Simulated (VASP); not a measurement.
A run of VASP 6.6.1:

Contents of INCAR:

```
ALGO = Normal
EDIFF = 1E-6
ENCUT = 520
GGA = PE
ISIF = 2
ISMEAR = 0
LASPH = True
LCHARG = False
LREAL = False
LWAVE = False
NBANDS = 35
NELM = 100
PREC = Accurate
SIGMA = 0.01
```

File KPOINTS:

```
k-points
0
Gamma
  4 4 4
```

Contents of POSCAR:

```
Al2O3
1.0
    2.3802500000      1.3742379782      4.3318666667
   -2.3802500000      1.3742379782      4.3318666667
    0.0000000000     -2.7484759565      4.3318666667
Al O
4 6
Direct
    0.8521600000      0.8521600000      0.8521600000
    0.6478400000      0.6478400000      0.6478400000
    0.1478400000      0.1478400000      0.1478400000
    0.3521600000      0.3521600000      0.3521600000
    0.0566800000      0.7500000000      0.4433200000
    0.7500000000      0.4433200000      0.0566800000
    0.4433200000      0.0566800000      0.7500000000
    0.9433200000      0.2500000000      0.5566800000
    0.2500000000      0.5566800000      0.9433200000
    0.5566800000      0.9433200000      0.2500000000
```

Potentials or basis: VASP PAW PBE potentials, release 64 (Al, O).

Launch:

```console
$ cat potpaw_PBE.64/Al/POTCAR potpaw_PBE.64/O/POTCAR > POTCAR
$ mpirun -np 1 vasp_std > vasp.out
```

Hardware: 1 thread of Intel(R) Xeon(R) Platinum 8259CL CPU @ 2.50GHz (Skylake/Cascade Lake), with other jobs on the host.

Question: Estimate the wall time of this run.

Answer: It took 74 s on 1 thread of Intel(R) Xeon(R) Platinum 8259CL CPU @ 2.50GHz (Skylake/Cascade Lake) (shared host), peak memory 0.23 GiB. Counts: scf iterations 13, k points 13.
